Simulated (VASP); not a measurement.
PbS: single point with LDA

Crystal: PbS.

```
CELL_PARAMETERS angstrom
2.02294 -5.82707 0.00000
2.02294 5.82707 0.00000
0.00000 0.00000 4.16202
ATOMIC_POSITIONS crystal
Pb 0.86944 0.13056 0.75000
Pb 0.13056 0.86944 0.25000
S 0.64520 0.35480 0.75000
S 0.35480 0.64520 0.25000
```

```json
{
  "Program": "VASP 6.6.1",
  "Task": "single point",
  "Functional": "LDA",
  "Potentials or basis": "VASP PAW LDA potentials, release 64 (Pb_d, S)",
  "Cutoff": "520 eV",
  "k mesh": "6 × 6 × 6",
  "Occupations": "gaussian, width 0.01 eV",
  "Spin": "no spin polarisation"
}
```

```json
{"Pressure": "1.3 GPa", "Largest force": "0.448 eV/Å", "Band gap on the k mesh": "0.87 eV, indirect (least direct gap 1.15 eV)"}
```

Forces in eV/Å, atoms in the order of the input:
```
Pb   0.000 -0.448  0.000
Pb   0.000  0.448  0.000
S    0.000  0.305  0.000
S    0.000 -0.305  0.000
```

Stress tensor (GPa, compression positive):
```
1.30 0.00 0.00
0.00 1.68 0.00
0.00 0.00 1.00
```

Levels at points of the mesh, in eV from the valence-band top:
```csv
k point,band 17,band 18,band 19,band 20,band 21,band 22,band 23,band 24
"(0.00, 0.00, 0.00)",-2.85,-2.04,-1.83,-0.65,4.33,4.72,4.89,5.75
"(0.50, 0.00, 0.00)",-1.66,-1.47,-0.52,-0.38,1.61,1.63,1.98,2.97
"(0.50, 0.50, 0.00)",-2.28,-2.18,-1.65,-0.63,0.87,4.40,4.45,4.90
"(0.00, 0.00, 0.50)",-1.39,-1.39,-0.14,-0.14,1.59,1.59,2.55,2.55
"(0.50, 0.00, 0.50)",-3.69,-3.69,-1.73,-1.73,3.27,3.27,5.34,5.34
"(0.50, 0.50, 0.50)",-1.49,-1.49,-0.65,-0.65,1.73,1.73,3.05,3.05
```

Wall time 3.1 min on 1 thread of AMD EPYC 7R13 Processor (Zen 3), on a shared host, peak memory 0.25 GiB.

Caveat: spin-orbit coupling is left out, which moves the levels of the heavy elements. A k mesh can miss the band edges.
